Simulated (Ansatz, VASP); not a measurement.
# Two plane-wave programs on Ru

```
CELL_PARAMETERS angstrom
2.70822 0.00000 0.00000
0.00000 2.70822 0.00000
0.00000 0.00000 27.57500
ATOMIC_POSITIONS crystal
Ru 0.50000 0.50000 0.32638
Ru 0.00000 0.00000 0.39583
Ru 0.50000 0.50000 0.46528
Ru 0.00000 0.00000 0.52990
Ru 0.50000 0.50000 0.60112
Ru 0.00000 0.00000 0.66260
```

Alike in both runs: task single point; functional PBEsol; k mesh 18 × 18 × 1; occupations gaussian, width 0.1 eV; no spin polarisation.

```csv
,VASP,Ansatz
version,VASP 6.6.1,Ansatz 0.2.0
potentials or method,"VASP PAW PBE potentials, release 64 (Ru_pv), cutoff 520 eV","scalar-relativistic, plane waves, PAW"
valence electrons in the cell,84,96
```

|  | VASP | Ansatz | Ansatz less VASP |
| --- | --- | --- | --- |
| gap on the k mesh at the Fermi level (eV) | none | none | - |
| rms of the force components (eV/Å) | 0.475 | 0.475 | -0.0006 |

VASP's potentials were made for PBE, not for PBEsol. Atom by atom the forces differ by 0.006 eV/Å (rms over components). A gap of «none» marks a metal or a gap that the smearing closes. VASP's potentials hold 84 valence electrons a cell and Ansatz's 96, so a difference there can come from the potentials and not from the codes. Ansatz's warnings: xc potential rough in thin density.
